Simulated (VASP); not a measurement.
# AlGaN2 (P-4m2) in VASP: notebook, part 2 of 2

VASP 6.6.1. The steps go on from the part before.

## (4) Relaxation of shape and atoms at fixed volume, r2SCAN (9.91 Å³/atom)

This run uses another cell than the first one, of 9.91 Å³/atom.

POSCAR

```
AlGaN2
1.0
    3.0419937217      0.0000000000      0.0000000000
    0.0000000000      3.0419937217      0.0000000000
    0.0000000000      0.0000000000      4.2838091637
Al Ga N
1 1 2
Direct
    0.5000000000      0.5000000000      0.5000000000
    0.0000000000      0.0000000000      0.0000000000
    0.5000000000      0.0000000000      0.7389991743
    0.0000000000      0.5000000000      0.2610008257
```

INCAR.step1

```
SYSTEM = AlGaN2
  PREC = Accurate
  ENCUT = 600
  ISMEAR = 0
  SIGMA = 0.02
  LREAL = .FALSE.
  LASPH = .TRUE.
  NELM = 60
  GGA = PE
  ALGO = Normal
  EDIFF = 1E-4
  LWAVE = .TRUE.
  LCHARG = .FALSE.
```

INCAR.step2

```
SYSTEM = AlGaN2
  PREC = Accurate
  ENCUT = 600
  EDIFF = 1E-7
  ISMEAR = 0
  SIGMA = 0.02
  LREAL = .FALSE.
  LASPH = .TRUE.
  NELM = 60
  ALGO = Normal
  ISIF = 4
  LWAVE = .FALSE.
  LCHARG = .FALSE.
  METAGGA = R2SCAN
  LMIXTAU = .TRUE.
  IBRION = 2
  NSW = 50
  EDIFFG = -0.01
  ISTART = 1
```

KPOINTS

```
regular mesh
0
G
  8 8 6
  0 0 0
```

Potentials or basis: VASP PAW PBE potentials, release 64 (Al, Ga_d, N).

On the command line:

```bash
$ cat potpaw_PBE.64/Al/POTCAR potpaw_PBE.64/Ga_d/POTCAR potpaw_PBE.64/N/POTCAR > POTCAR
$ cp INCAR.step1 INCAR
$ mpirun -np 1 vasp_std > vasp.out
$ cp INCAR.step2 INCAR
$ mpirun -np 1 vasp_std > vasp.out
```

OUTCAR:

```text
SYSTEM = AlGaN2
   PREC = Accurate
   ENCUT = 600
   EDIFF = 1E-7
   ISMEAR = 0
   LREAL = .FALSE.
   LASPH = .TRUE.
   NELM = 60
   ISIF = 4
   METAGGA = R2SCAN
   IBRION = 2
   NSW = 50
   EDIFFG = -0.01
   ISTART = 1

 ion  position               nearest neighbor table
   1  0.500  0.500  0.500-   3 1.83   4 1.83   3 1.83   4 1.83   2 3.04   2 3.04   2 3.04   2 3.04
                             2 3.04   2 3.04   2 3.04   2 3.04
   2  0.000  0.000  0.000-   3 1.89   4 1.89   4 1.89   3 1.89   1 3.04   1 3.04   1 3.04   1 3.04
                             1 3.04   1 3.04   1 3.04   1 3.04
   3  0.500  0.000  0.739-   1 1.83   1 1.83   2 1.89   2 1.89
   4  0.000  0.500  0.261-   1 1.83   1 1.83   2 1.89   2 1.89

  LATTYP: Found a simple tetragonal cell.
 ALAT       =     3.0419937217
 C/A-ratio  =     1.4082241962

  Lattice vectors:

 A1 = (   3.0419937217,   0.0000000000,   0.0000000000)
 A2 = (   0.0000000000,   3.0419937217,   0.0000000000)
 A3 = (   0.0000000000,   0.0000000000,   4.2838091637)

Analysis of symmetry for initial positions (statically):
=====================================================================
 Subroutine PRICEL returns:
 Original cell was already a primitive cell.

 Routine SETGRP: Setting up the symmetry group for a
 simple tetragonal supercell.

 Subroutine GETGRP returns: Found  8 space group operations
 (whereof  8 operations were pure point group operations)
 out of a pool of 16 trial point group operations.

The static configuration has the point symmetry D_2d.

Analysis of symmetry for dynamics (positions and initial velocities):
=====================================================================
 Subroutine PRICEL returns:
 Original cell was already a primitive cell.

 Routine SETGRP: Setting up the symmetry group for a
 simple tetragonal supercell.

 Subroutine GETGRP returns: Found  8 space group operations
 (whereof  8 operations were pure point group operations)
 out of a pool of 16 trial point group operations.
[... 128 lines left out ...]
  Thomas-Fermi vector in A             =   2.543094
   LORBIT       =      0    0 simple, 1 ext, 2 COOP (PROOUT), +10 PAW based schemes
   METAGGA = R2SCAN    functional components
   LHFCALC =     F    Hartree Fock is set to
   AEXX    =    0.0000 exact exchange contribution
   IVDW    =     0    specifies the selected vdW correction
   LEPSILON=     F    determine dielectric tensor
   LRPA    =     F    only Hartree local field effects (RPA)
 conjugate gradient relaxation of ions
 non-spin polarized calculation
 Gauss-broadening in eV      SIGMA  =   0.02
  energy-cutoff  :      600.00
  volume of cell :       39.64
 maximum number of plane-waves:      1360
   NGX = 13   NGY = 13   NGZ = 17

--------------------------------------- Ionic step        1  -------------------------------------------

 number of electron      26.0000016 magnetization

 Free energy of the ion-electron system (eV)
  ---------------------------------------------------
  ext. energy  EPLUGINS =         0.00000000
  ---------------------------------------------------
  free energy    TOTEN  =       -40.79558949 eV

  energy without entropy =      -40.79558949  energy(sigma->0) =      -40.79558949

------------------------ aborting loop because EDIFF is reached ----------------------------------------

  FORCE on cell =-STRESS in cart. coord.  units (eV):
  Direction    XX          YY          ZZ          XY          YZ          ZX
  --------------------------------------------------------------------------------------
  -------------------------------------------------------------------------------------
  Total        5.9318564      5.9318564      5.9045166      0.0000000      0.0000000      0.0000000
  in kB      239.7477113    239.7477113    238.6427169      0.0000000      0.0000000      0.0000000
  external PRESSURE =     239.3793798 kB  Pullay stress =       0.0000000 kB
[... 63 lines left out ...]
--------------------------------------- Ionic step        3  -------------------------------------------

 number of electron      26.0000015 magnetization

 Free energy of the ion-electron system (eV)
  ---------------------------------------------------
  ext. energy  EPLUGINS =         0.00000000
  ---------------------------------------------------
  free energy    TOTEN  =       -40.79606538 eV

  energy without entropy =      -40.79606538  energy(sigma->0) =      -40.79606538

 E-fermi :   6.5339     XC(G=0): -12.5823

 val. band max:        6.4034974209   @ k =   0.0000   0.0000   0.0000
 cond. band min:      10.2907524092   @ k =   0.5000   0.5000   0.0000
 fundamental gap:      3.8872549883
 Fermi energy:         6.5338957960

 k-point     1 :       0.0000    0.0000    0.0000
  band No.  band energies     occupation
      1     -10.6220      2.00000
      2      -8.6357      2.00000
      3      -6.9238      2.00000
      4      -6.9238      2.00000
      5      -6.8469      2.00000
      6      -6.6241      2.00000
[... 457 lines left out ...]
      4      -6.7905      2.00000
      5      -6.7620      2.00000
      6      -6.1974      2.00000
[... 9 lines left out ...]
     16      15.8385      0.00000
     17      16.5811      0.00000

 [... further k-points ...]
[... 5 lines left out ...]
  --------------------------------------------------------------------------------------
  -------------------------------------------------------------------------------------
  Total        5.9321791      5.9321791      5.8879031      0.0000000      0.0000000      0.0000000
  in kB      239.7607551    239.7607551    237.9712510      0.0000000      0.0000000      0.0000000
  external PRESSURE =     239.1642537 kB  Pullay stress =       0.0000000 kB
[... 19 lines left out ...]
  FREE ENERGIE OF THE ION-ELECTRON SYSTEM (eV)
  ---------------------------------------------------
  free  energy   TOTEN  =       -40.7960653834 eV

  energy  without entropy=      -40.7960653834  energy(sigma->0) =      -40.79606538

 reached required accuracy - stopping structural energy minimisation
```

Run time: 2.5 min. Hardware: 1 thread of Intel Xeon 6975P-C (Granite Rapids), shared host; peak memory 0.19 GiB.

What came out:

```yaml
Free_energy: -40.7961 eV
Energy_gained_by_relaxing: 0.1 meV/atom
Ionic_steps: 3
Pressure_after_relaxing: 23.9 GPa
Band_gap_on_the_k_mesh: 3.89 eV (least direct gap 4.11 eV)
```

Forces in eV/Å, atoms in the order of the input:
```
Al   0.000  0.000  0.000
Ga   0.000  0.000  0.000
N    0.000  0.000 -0.003
N    0.000  0.000  0.003
```

Stress tensor (GPa, compression positive):
```
23.98  0.00  0.00
 0.00 23.98  0.00
 0.00  0.00 23.80
```

The path:
```tsv
step	energy change (eV)	largest force (eV/Å)	pressure (GPa)	volume (Å³)
1	0.0000	0.1259	23.94	39.64
2	-0.0003	0.0706	23.92	39.64
3	-0.0005	0.0029	23.92	39.64
```

Final structure:
```
Al Ga N
1.0
     3.04220    0.00000    0.00000
     0.00000    3.04220    0.00000
     0.00000    0.00000    4.28322
Al Ga N
1 1 2
Direct
  0.50000 0.50000 0.50000
  0.00000 0.00000 0.00000
  0.50000 0.00000 0.73811
  0.00000 0.50000 0.26189
```

Caveat: the PAW data sets were made with another functional, which shifts forces and pressure a little.

## (5) Relaxation of shape and atoms at fixed volume, r2SCAN (10.24 Å³/atom)

This run uses another cell than the first one, of 10.24 Å³/atom.

POSCAR

```
AlGaN2
1.0
    3.0744568829      0.0000000000      0.0000000000
    0.0000000000      3.0744568829      0.0000000000
    0.0000000000      0.0000000000      4.3320792220
Al Ga N
1 1 2
Direct
    0.5000000000      0.5000000000      0.5000000000
    0.0000000000      0.0000000000      0.0000000000
    0.5000000000      0.0000000000      0.7390831713
    0.0000000000      0.5000000000      0.2609168287
```

INCAR.step1

```
ALGO = Normal ; EDIFF = 1E-4
ENCUT = 600 ; GGA = PE
ISMEAR = 0 ; LASPH = True
LCHARG = False ; LREAL = False
LWAVE = True ; NELM = 60
PREC = Accurate ; SIGMA = 0.02
```

INCAR.step2

```
ALGO = Normal ; EDIFF = 1E-6
EDIFFG = -0.01 ; ENCUT = 600
IBRION = 2 ; ISIF = 4
ISMEAR = 0 ; ISTART = 1
LASPH = True ; LCHARG = False
LMIXTAU = True ; LREAL = False
LWAVE = False ; METAGGA = R2SCAN
NELM = 60 ; NSW = 50
PREC = Accurate ; SIGMA = 0.02
```

KPOINTS

```
k-points
0
Gamma
  8 8 6
```

On the command line:

```bash
$ cat potpaw_PBE.64/Al/POTCAR potpaw_PBE.64/Ga_d/POTCAR potpaw_PBE.64/N/POTCAR > POTCAR
$ cp INCAR.step1 INCAR
$ mpirun -np 1 vasp_std > vasp.out
$ cp INCAR.step2 INCAR
$ mpirun -np 1 vasp_std > vasp.out
```

Wall time 3.1 min (1 thread of Intel Xeon 6975P-C (Granite Rapids), shared host); peak memory 0.21 GiB.

Results (log left out):

- Free energy: -40.9546 eV
- Energy gained by relaxing: 0.1 meV/atom
- Ionic steps: 3
- Pressure after relaxing: 14.9 GPa
- Largest force after relaxing: 0.004 eV/Å
- Band gap on the k mesh: 3.85 eV

Forces in eV/Å, atoms in the order of the input:
```
Al   0.000  0.000  0.000
Ga   0.000  0.000  0.000
N    0.000  0.000 -0.004
N    0.000  0.000  0.004
```

Stress tensor (GPa, compression positive):
```
14.90  0.00  0.00
 0.00 14.90  0.00
 0.00  0.00 14.82
```

Step by step:
| step | energy change (eV) | largest force (eV/Å) | pressure (GPa) | volume (Å³) |
| --- | --- | --- | --- | --- |
| 1 | 0.0000 | 0.1167 | 14.88 | 40.95 |
| 2 | -0.0003 | 0.0534 | 14.88 | 40.95 |
| 3 | -0.0004 | 0.0042 | 14.87 | 40.95 |

Final structure:
```cif
data_structure
_symmetry_space_group_name_H-M 'P 1'
_symmetry_Int_Tables_number 1
_cell_length_a 3.0745
_cell_length_b 3.0745
_cell_length_c 4.3320
_cell_angle_alpha 90.000
_cell_angle_beta 90.000
_cell_angle_gamma 90.000
_cell_volume 40.95
loop_
_atom_site_label
_atom_site_type_symbol
_atom_site_fract_x
_atom_site_fract_y
_atom_site_fract_z
_atom_site_occupancy
Al1 Al 0.50000 0.50000 0.50000 1
Ga1 Ga 0.00000 0.00000 0.00000 1
N1 N 0.50000 0.00000 0.73823 1
N2 N 0.00000 0.50000 0.26177 1
```

Levels at points of the mesh, in eV from the valence-band top:
| k point | band 11 | band 12 | band 13 | band 14 | band 15 | band 16 |
| --- | --- | --- | --- | --- | --- | --- |
| (0.00, 0.00, 0.00) | -0.27 | 0.00 | 0.00 | 3.85 | 4.17 | 8.75 |
| (0.50, 0.00, 0.00) | -3.05 | -1.12 | -0.71 | 8.05 | 8.34 | 9.04 |
| (0.50, 0.50, 0.00) | -2.47 | -2.47 | -2.46 | 3.87 | 3.87 | 7.38 |
| (0.00, 0.00, 0.50) | -1.75 | -1.03 | -1.03 | 6.12 | 6.31 | 9.25 |
| (0.50, 0.00, 0.50) | -0.98 | -0.64 | -0.57 | 6.34 | 7.79 | 10.40 |
| (0.50, 0.50, 0.50) | -3.54 | -3.47 | -3.47 | 6.94 | 6.94 | 10.32 |

Caveat: the PAW data sets were made with another functional, which shifts forces and pressure a little.

## (6) The runs side by side

```csv
task,potentials or basis,cell,k mesh,cutoff (eV),smearing,gap on the mesh (eV),pressure (GPa)
single point,"VASP PAW PBE potentials, release 64 (Al, Ga_d, N_h)","a = 3.141, b = 3.141, c = 4.424 Å, 4 atoms",6 × 6 × 4,910,gaussian 0.1 eV,3.36,-0.2
relaxation of shape and atoms at fixed volume,"VASP PAW PBE potentials, release 64 (Al, Ga_d, N)","relaxed from a = 3.010, b = 3.010, c = 4.232 Å, 4 atoms",8 × 8 × 6,600,gaussian 0.02 eV,3.91,34.5
relaxation of shape and atoms at fixed volume,"VASP PAW PBE potentials, release 64 (Al, Ga_d, N)","relaxed from a = 3.042, b = 3.042, c = 4.284 Å, 4 atoms",8 × 8 × 6,600,gaussian 0.02 eV,3.89,23.9
relaxation of shape and atoms at fixed volume,"VASP PAW PBE potentials, release 64 (Al, Ga_d, N)","relaxed from a = 3.074, b = 3.074, c = 4.332 Å, 4 atoms",8 × 8 × 6,600,gaussian 0.02 eV,3.85,14.9
```

Alike in all rows: level r2SCAN; no spin polarisation.

Caveats: the PAW data sets were made with another functional, which shifts forces and pressure a little; the cutoff is under 1.25 times the usual one of these potentials, so pressure, stress and relaxed cells hold a basis-set (Pulay) error (at least some runs).

Absolute energies hang on the potentials; compare differences alone.
